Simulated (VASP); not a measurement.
Write the native input for VASP 6.6.1 that does the following.

- Task: relaxation of the atoms
- Functional: LDA
- Potentials or basis: VASP PAW LDA potentials, release 64 (Cu, C)
- Cutoff: 520 eV
- k mesh: 6 × 6 × 1
- Occupations: gaussian, width 0.1 eV
- Spin: no spin polarisation
- Dipole correction: yes
- Atoms held fixed (from 0): [0, 1, 2, 3, 4, 5, 6, 7, 8, 9, 10, 11]
- Further INCAR settings: ALGO = Normal; EDIFF = 1e-07; NELMDL = -8; IBRION = 2; EDIFFG = -0.025; NSW = 36
- Atoms held along some axes (from 0): atom 12 along a and b

The structure of Cu12C lies in POSCAR:

```
Cu12C
1.0
    4.9761055516      0.0000000000      0.0000000000
   -2.4880527758      4.3094338196      0.0000000000
    0.0000000000      0.0000000000     19.5024151607
Cu C
12 1
Selective dynamics
Direct
    0.3333333333      0.1666666667      0.2051028022  F F F
    0.3333333333      0.6666666667      0.2051028022  F F F
    0.8333333333      0.1666666667      0.2051028022  F F F
    0.8333333333      0.6666666667      0.2051028022  F F F
    0.1666666667      0.3333333333      0.3077257135  F F F
    0.1666666667      0.8333333333      0.3077257135  F F F
    0.6666666667      0.3333333333      0.3077257135  F F F
    0.6666666667      0.8333333333      0.3077257135  F F F
    0.0000000000      0.0000000000      0.4103294435  F F F
    0.0000000000      0.5000000000      0.4103294435  F F F
    0.5000000000      0.0000000000      0.4103294435  F F F
    0.5000000000      0.5000000000      0.4103294435  F F F
    0.3333333333      0.1666666667      0.4637174640  F F T
```

These files were run (other wordings do the same):

INCAR

```
SYSTEM = Cu12C
PREC = Accurate
ENCUT = 520
EDIFF = 1E-7
ISMEAR = 0
SIGMA = 0.1
LREAL = .FALSE.
LASPH = .TRUE.
NELM = 120
ALGO = Normal
ISIF = 2
LWAVE = .FALSE.
LCHARG = .FALSE.
LDIPOL = .TRUE.
IDIPOL = 3
DIPOL = 0.5 0.5 0.320
IBRION = 2
NSW = 36
EDIFFG = -0.025
GGA_COMPAT = .FALSE.
NELMIN = 4
NELMDL = -8
KPAR = 4
```

KPOINTS

```
Automatic mesh
0
G
  6 6 1
  0 0 0
```

Potentials or basis: VASP PAW LDA potentials, release 64 (Cu, C).

The run is started by

```bash
$ cat potpaw_LDA.64/Cu/POTCAR potpaw_LDA.64/C/POTCAR > POTCAR
$ mpirun -np 4 vasp_std > vasp.out
```

It gave:

```
Energy gained by relaxing : 3.3 meV/atom
Ionic steps               : 3
Band gap on the k mesh    : zero (bands 68 and 69 overlap by 0.29 eV)
```

Wall time 8.3 min on 4 MPI ranks on Intel(R) Xeon(R) Platinum 8488C (Sapphire Rapids), on a shared host, peak memory 0.54 GiB a rank.
